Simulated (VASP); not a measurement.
# Cu (Cmcm) in VASP: further runs

Runs on Cu. Level: LDA. Tasks: single point.

All numbers are computed with VASP 6.6.1; they aren't measurements. Logs are shortened: lines on timing, memory, paths and dates and some standing lists are left out, and cuts for length are marked.

**1. The cell of the first run**

The structure is orthorhombic, space group Cmcm (No. 63). Conventional cell: a = 2.437 Å, b = 7.953 Å, c = 2.475 Å, α = 90.00°, β = 90.00°, γ = 90.00°. Within 3.2 Å of Cu (site symmetry m2m) lie 10 Cu at 2.44 to 2.54 Å.

**2. Single point, LDA**

Contents of INCAR:

```
SYSTEM = Cu
PREC = Accurate
ENCUT = 520
EDIFF = 1E-6
ISMEAR = 0
SIGMA = 0.5
LREAL = .FALSE.
LASPH = .TRUE.
NELM = 60
ALGO = Normal
ISIF = 2
LWAVE = .FALSE.
LCHARG = .FALSE.
GGA = CA
NBANDS = 18
```

Contents of KPOINTS:

```
regular mesh
0
G
  12 12 11
  0 0 0
```

Contents of POSCAR:

```
Cu
1.0
    1.2184640000     -3.9763780000      0.0000000000
    1.2184640000      3.9763780000      0.0000000000
    0.0000000000      0.0000000000      2.4754960000
Cu
2
Direct
    0.1338670000      0.8661330000      0.2500000000
    0.8661330000      0.1338670000      0.7500000000
```

Potentials or basis: VASP PAW LDA potentials, release 64 (Cu).

Launch:

```console
cat potpaw_LDA.64/Cu/POTCAR > POTCAR
mpirun -np 1 vasp_std > vasp.out
```

OUTCAR:

```text
SYSTEM = Cu
   PREC = Accurate
   ENCUT = 520
   EDIFF = 1E-6
   ISMEAR = 0
   LREAL = .FALSE.
   LASPH = .TRUE.
   NELM = 60
   ISIF = 2
   GGA = CA

 ion  position               nearest neighbor table
   1  0.134  0.866  0.250-   2 2.46   2 2.46   2 2.54   2 2.54   2 2.54   2 2.54
   2  0.866  0.134  0.750-   1 2.46   1 2.46   1 2.54   1 2.54   1 2.54   1 2.54

  LATTYP: Found a base centered orthorhombic cell.
 ALAT       =     2.4369280000
 B/A-ratio  =     3.2634349476
 C/A-ratio  =     1.0158264832

  Lattice vectors:

 A1 = (   1.2184640000,  -3.9763780000,   0.0000000000)
 A2 = (   1.2184640000,   3.9763780000,   0.0000000000)
 A3 = (   0.0000000000,   0.0000000000,   2.4754960000)

Analysis of symmetry for initial positions (statically):
=====================================================================
 Subroutine PRICEL returns:
 Original cell was already a primitive cell.

 Routine SETGRP: Setting up the symmetry group for a
 base centered orthorhombic supercell.

 Subroutine GETGRP returns: Found  8 space group operations
 (whereof  4 operations were pure point group operations)
 out of a pool of  8 trial point group operations.

The static configuration has the point symmetry C_2h.
 The point group associated with its full space group is D_2h.

Analysis of symmetry for dynamics (positions and initial velocities):
=====================================================================
 Subroutine PRICEL returns:
 Original cell was already a primitive cell.

 Routine SETGRP: Setting up the symmetry group for a
 base centered orthorhombic supercell.

 Subroutine GETGRP returns: Found  8 space group operations
 (whereof  4 operations were pure point group operations)
 out of a pool of  8 trial point group operations.

The dynamic configuration has the point symmetry C_2h.
 The point group associated with its full space group is D_2h.

 Subroutine INISYM returns: Found  8 space group operations
 (whereof  4 operations are pure point group operations),
 and found     1 'primitive' translations

----------------------------------------------------------------------------------------

                                     Primitive cell

  volume of cell :      23.9879

  direct lattice vectors                    reciprocal lattice vectors
     1.218464000 -3.976378000  0.000000000     0.410352706 -0.125742573  0.000000000
     1.218464000  3.976378000  0.000000000     0.410352706  0.125742573  0.000000000
     0.000000000  0.000000000  2.475496000     0.000000000  0.000000000  0.403959449

  length of vectors
     4.158874429  4.158874429  2.475496000     0.429185902  0.429185902  0.403959449

  position of ions in fractional coordinates (direct lattice)
     0.133867000  0.866133000  0.250000000
     0.866133000  0.133867000  0.750000000

  ion indices of the primitive-cell ions
   primitive index   ion index
                 1           1
                 2           2

----------------------------------------------------------------------------------------

 KPOINTS: regular mesh

Automatic generation of k-mesh.
 Grid dimensions read from file:
 generate k-points for:   12   12   11

 Generating k-lattice:

  Cartesian coordinates                     Fractional coordinates (reciprocal lattice)
     0.034196059 -0.010478548  0.000000000     0.083333333  0.000000000  0.000000000
     0.034196059  0.010478548  0.000000000     0.000000000  0.083333333  0.000000000
     0.000000000  0.000000000  0.036723586     0.000000000  0.000000000  0.090909091

  Length of vectors
     0.035765492  0.035765492  0.036723586

  Shift w.r.t. Gamma in fractional coordinates (k-lattice)
     0.000000000  0.000000000  0.000000000

 Subroutine IBZKPT returns following result:
 ===========================================

 Found    258 irreducible k-points:

 Following reciprocal coordinates:
            Coordinates               Weight
  0.000000  0.000000  0.000000      1.000000
  0.083333 -0.000000  0.000000      4.000000
  0.166667 -0.000000  0.000000      4.000000
  0.250000  0.000000  0.000000      4.000000
  0.333333 -0.000000  0.000000      4.000000
  0.416667  0.000000  0.000000      4.000000
[... 16 lines left out ...]
  0.500000  0.166667  0.000000      4.000000
 -0.416667  0.166667  0.000000      4.000000
 [... further k-points ...]
   k-points           NKPTS =    258   k-points in BZ     NKDIM =    258   number of bands    NBANDS=     18
   number of dos      NEDOS =    301   number of ions     NIONS =      2
   total plane-waves  NPLWV =  18432
   dimension x,y,z NGX =    32 NGY =   32 NGZ =   18
   dimension x,y,z NGXF=    64 NGYF=   64 NGZF=   36
   ions per type =               2
   NGX,Y,Z   is equivalent  to a cutoff of  12.79, 12.79, 12.09 a.u.
   NGXF,Y,Z  is equivalent  to a cutoff of  25.58, 25.58, 24.18 a.u.
 SYSTEM =  Cu
   PREC   = accura    normal or accurate (medium, high low for compatibility)
   ISTART =      0    job   : 0-new  1-cont  2-samecut
   ICHARG =      2    charge: 1-file 2-atom 10-const
   ISPIN  =      1    spin polarized calculation?
   LNONCOLLINEAR =      F non collinear calculations
   LSORBIT =      F    spin-orbit coupling
   LASPH  =      T    aspherical Exc in radial PAW
   ENCUT  =  520.0 eV  38.22 Ry    6.18 a.u.   7.73  7.73  4.60*2*pi/ulx,y,z
   NELM   =     60;   NELMIN=  2; NELMDL= -5     # of ELM steps
   EDIFF  = 0.1E-05   stopping-criterion for ELM
   LREAL  =      F    real-space projection
   EDIFFG = 0.1E-04   stopping-criterion for IOM
   NSW    =      0    number of steps for IOM
   IBRION =     -1    ionic relax: 0-MD 1-quasi-New 2-CG
   NFREE  =      0    steps in history (QN), initial steepest desc. (CG)
   ISIF   =      2    stress and relaxation
   ISYM   =      2    0-nonsym 1-usesym 2-fastsym
   POTIM  = 0.5000    time-step for ionic-motion
   TEBEG  =    0.0;   TEEND  =   0.0 temperature during run
   PSTRESS=    0.0 pullay stress
   NELECT =      22.0000    total number of electrons
   NUPDOWN=      -1.0000    fix difference up-down
   EMIN   =  10.00;   EMAX   =-10.00  energy-range for DOS
   EFERMI =   0.00;   METHOD = LEGACY
   ISMEAR =     0;   SIGMA  =   0.50  broadening in eV -4-tet -1-fermi 0-gaus
   EFERMI_NEDOS =   21; number of points for ismear=-14 and -15
   IALGO  =     38    algorithm
   IMIX   =      4    mixing-type and parameters
     AMIX     =   0.40;   BMIX     =  1.00
     AMIX_MAG =   1.60;   BMIX_MAG =  1.00
  volume/ion in A,a.u.               =      11.99        80.94
  Fermi-wavevector in a.u.,A,eV,Ry     =   1.590565  3.005733 34.421356  2.529898
  Thomas-Fermi vector in A             =   2.689241
   LORBIT       =      0    0 simple, 1 ext, 2 COOP (PROOUT), +10 PAW based schemes
   GGA     = CA    functional components
   LHFCALC =     F    Hartree Fock is set to
   AEXX    =    0.0000 exact exchange contribution
   IVDW    =     0    specifies the selected vdW correction
   LEPSILON=     F    determine dielectric tensor
   LRPA    =     F    only Hartree local field effects (RPA)
 non-spin polarized calculation
 Gauss-broadening in eV      SIGMA  =   0.50
  energy-cutoff  :      520.00
  volume of cell :       23.99
 maximum number of plane-waves:       670
   NGX = 15   NGY = 15   NGZ =  9

 number of electron      21.9999988 magnetization

 Free energy of the ion-electron system (eV)
  ---------------------------------------------------
  ext. energy  EPLUGINS =         0.00000000
  ---------------------------------------------------
  free energy    TOTEN  =        -9.11020022 eV

  energy without entropy =       -9.04126604  energy(sigma->0) =       -9.07573313

 E-fermi :   7.1313     XC(G=0): -12.9746

 val. band max:        7.1197814010   @ k =   0.1667   0.0833   0.4545
 cond. band min:       7.1600932374   @ k =   0.5000   0.3333   0.4545
 fundamental gap:      0.0403118364
 Fermi energy:         7.1313360423

 k-point     1 :       0.0000    0.0000    0.0000
  band No.  band energies     occupation
      1      -2.0921      2.00000
      2       2.1479      2.00000
      3       2.8839      2.00000
      4       3.3613      2.00000
      5       4.0779      2.00000
      6       4.3454      2.00000
[... 10 lines left out ...]
     17      26.7760      0.00000
     18      28.7587      0.00000

 k-point     2 :       0.0833   -0.0000    0.0000
  band No.  band energies     occupation
      1      -1.8919      2.00000
      2       2.2228      2.00000
      3       2.9601      2.00000
      4       3.4308      2.00000
      5       4.1007      2.00000
      6       4.3382      2.00000
[... 10 lines left out ...]
     17      27.3576      0.00000
     18      30.5556      0.00000

 k-point     3 :       0.1667   -0.0000    0.0000
  band No.  band energies     occupation
      1      -1.3057      2.00000
      2       2.4094      2.00000
      3       3.1662      2.00000
      4       3.6142      2.00000
      5       4.1307      2.00000
      6       4.1617      2.00000
[... 10 lines left out ...]
     17      27.6645      0.00000
     18      30.9887      0.00000

 k-point     4 :       0.2500    0.0000    0.0000
  band No.  band energies     occupation
      1      -0.3872      2.00000
      2       2.6129      2.00000
      3       3.4061      2.00000
      4       3.5076      2.00000
      5       4.0584      2.00000
      6       4.2380      2.00000
[... 375 lines left out ...]
      4       3.8896      2.00000
      5       3.9276      2.00000
      6       4.3195      2.00000
[... 10 lines left out ...]
     17      28.7831      0.00000
     18      28.8931      0.00000

 k-point    23 :       0.5000    0.1667    0.0000
  band No.  band energies     occupation
      1       1.2586      2.00000
      2       2.3974      2.00000
      3       3.4654      2.00000
      4       3.6298      2.00000
      5       3.9649      2.00000
      6       4.3993      2.00000
[... 10 lines left out ...]
     17      26.8354      0.00000
     18      28.6298      0.00000

 k-point    24 :      -0.4167    0.1667    0.0000
  band No.  band energies     occupation
      1       0.2026      2.00000
      2       2.3872      2.00000
      3       3.2690      2.00000
      4       3.5146      2.00000
      5       3.9464      2.00000
      6       4.3936      2.00000
[... 10 lines left out ...]
     17      27.6966      0.00000
     18      28.5675      0.00000

 [... further k-points ...]
[... 5 lines left out ...]
  --------------------------------------------------------------------------------------
  -------------------------------------------------------------------------------------
  Total       -0.9472811     -1.0351974     -0.9691738      0.0000000      0.0000000      0.0000000
  in kB      -63.2698613    -69.1418758    -64.7320942      0.0000000      0.0000000      0.0000000
  external PRESSURE =     -65.7146104 kB  Pullay stress =       0.0000000 kB

 VOLUME and BASIS-vectors are now :
 -----------------------------------------------------------------------------
  energy-cutoff  :      520.00
  volume of cell :       23.99
      direct lattice vectors                 reciprocal lattice vectors
     1.218464000 -3.976378000  0.000000000     0.410352706 -0.125742573  0.000000000
     1.218464000  3.976378000  0.000000000     0.410352706  0.125742573  0.000000000
     0.000000000  0.000000000  2.475496000     0.000000000  0.000000000  0.403959449

 POSITION                                       TOTAL-FORCE (eV/Angst)
 -----------------------------------------------------------------------------------
      1.21846      2.91177      0.61887         0.000000     -0.042327      0.000000
      1.21846     -2.91177      1.85662         0.000000      0.042327     -0.000000
 -----------------------------------------------------------------------------------
    total drift:                                0.000000     -0.000000      0.000000

  FREE ENERGIE OF THE ION-ELECTRON SYSTEM (eV)
  ---------------------------------------------------
  free  energy   TOTEN  =        -9.1102002177 eV

  energy  without entropy=       -9.0412660398  energy(sigma->0) =       -9.07573313
```

Run time: 75 s. Hardware: 1 thread of Intel Xeon Platinum 8259CL at 2.50GHz (Skylake/Cascade Lake), shared host; peak memory 0.21 GiB.

Results:

- Free energy: -9.1102 eV
- Pressure: -6.6 GPa
- Largest force: 0.042 eV/Å
- Band gap on the k mesh: zero (bands 11 and 12 overlap by 5.12 eV)

Forces in eV/Å, atoms in the order of the input:
```
Cu   0.000 -0.042  0.000
Cu   0.000  0.042  0.000
```

Levels at points of the mesh, in eV from the Fermi level:
| k point | band 9 | band 10 | band 11 | band 12 | band 13 | band 14 |
| --- | --- | --- | --- | --- | --- | --- |
| (0.00, 0.00, 0.00) | -1.85 | -1.71 | -1.47 | -0.02 | 4.79 | 14.70 |
| (0.50, 0.00, 0.00) | -2.14 | -1.68 | -0.47 | 1.27 | 2.53 | 6.89 |
| (0.50, 0.50, 0.00) | -2.32 | -1.94 | -1.62 | -1.55 | 13.61 | 15.32 |

Caveat: the cell stands under tension; so wide a smearing shifts energies and pressures.

[end of part 1 of 3]

The gap in the log of VASP goes by the Fermi energy; the results here count the filled bands.